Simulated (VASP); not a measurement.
A run of VASP 6.6.1 is set up as follows.

Contents of INCAR:

```
SYSTEM = RhN
ALGO     = Normal         ! electronic algorithm
EDIFF    = 1E-7           ! SCF threshold, eV
ENCUT    = 520            ! plane-wave cutoff, eV
GGA      = PE             ! functional
ISIF     = 2              ! what is computed and relaxed
ISMEAR   = 0              ! smearing method
ISPIN    = 2              ! spin polarisation
LASPH    = .True.         ! aspherical terms in the spheres
LCHARG   = .False.        ! write CHGCAR
LMAXMIX  = 4              ! l up to which the mixer works
LORBIT   = 11             ! projections on sites
LREAL    = .False.        ! projectors in reciprocal space
LWAVE    = .False.        ! write WAVECAR
MAGMOM   = 0 0 0 0 0 0 0 0 ! initial moments
NBANDS   = 54             ! bands
NELM     = 150            ! most SCF steps
PREC     = Accurate       ! precision mode
SIGMA    = 0.05           ! smearing width, eV
```

File KPOINTS:

```
k-points
0
Gamma
  6 6 6
  0 0 0
```

The input POSCAR:

```
RhN
1.0
    3.3171255800      0.0000000000      4.8569053600
    0.0000000000      3.3171255800      4.8569053600
    0.0000000000      0.0000000000      9.7138107200
Rh N
4 4
Direct
    0.0000000000      0.0000000000      0.0000000000
    0.5000000000      0.5000000000      0.5000000000
    0.0000000000      0.0000000000      0.5000000000
    0.5000000000      0.5000000000      0.0000000000
    0.5000000000      0.0000000000      0.8835000000
    0.0000000000      0.5000000000      0.1165000000
    0.5000000000      0.0000000000      0.3835000000
    0.0000000000      0.5000000000      0.6165000000
```

Potentials or basis: VASP PAW PBE potentials, release 64 (Rh_pv, N).

Launch:

```console
$ cat potpaw_PBE.64/Rh_pv/POTCAR potpaw_PBE.64/N/POTCAR > POTCAR
$ mpirun -np 1 vasp_std > vasp.out
```

(1) Estimate the band gap on the k mesh.

(2) Estimate the net moment.

Results:

(1) zero (filled and empty bands overlap).

(2) 0.00 μB per cell.

Caveat: forces of over 1 eV/Å act on the atoms, so gaps and moduli don't describe the material at rest.
